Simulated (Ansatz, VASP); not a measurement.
## Two plane-wave programs on Hf3S5

```
Hf S
1.0
     3.34232    0.00000    0.00000
     0.00000    3.34232    0.00000
     0.00000    0.00000   12.12606
Hf S
3 5
Direct
  0.50000 0.50000 0.14804
  0.50000 0.50000 0.85196
  0.00000 0.00000 0.50000
  0.00000 0.00000 0.24154
  0.00000 0.00000 0.75846
  0.00000 0.00000 0.00000
  0.50000 0.50000 0.38868
  0.50000 0.50000 0.61132
```

Change from the starting cell: species swapped into the Ti3Pd5 type (P4/mmm, No. 123).

Alike in both runs: functional PBE; k mesh 4 × 4 × 2; occupations gaussian, width 0.2 eV; no spin polarisation.

Ansatz relaxed the structure, and its values are those at the end. VASP's run is a single point on that final structure, the one shown.

|  | VASP | Ansatz |
| --- | --- | --- |
| version | VASP 6.6.1 | Ansatz 0.2.0 |
| potentials or method | VASP PAW PBE potentials, release 64 (Hf_pv, S), cutoff 520 eV | scalar-relativistic, plane waves, PAW |
| valence electrons in the cell | 60 | 108 |

VASP gave:

* gap on the k mesh at the Fermi level (eV): none
* pressure (GPa): -1.1
* rms of the force components (eV/Å): 0.018

Q: What did Ansatz give for the same quantities?

A: gap on the k mesh at the Fermi level (eV): none; pressure (GPa): -0.2; rms of the force components (eV/Å): 0.016.

A gap of «none» marks a metal or a gap that the smearing closes. With one functional, cell and mesh, what is left measures potentials, basis and numerics. VASP's potentials hold 60 valence electrons a cell and Ansatz's 108, so a difference there can come from the potentials and not from the codes.

The k mesh is coarse, so the values compare programs but aren't converged. Spin-orbit coupling is off throughout.
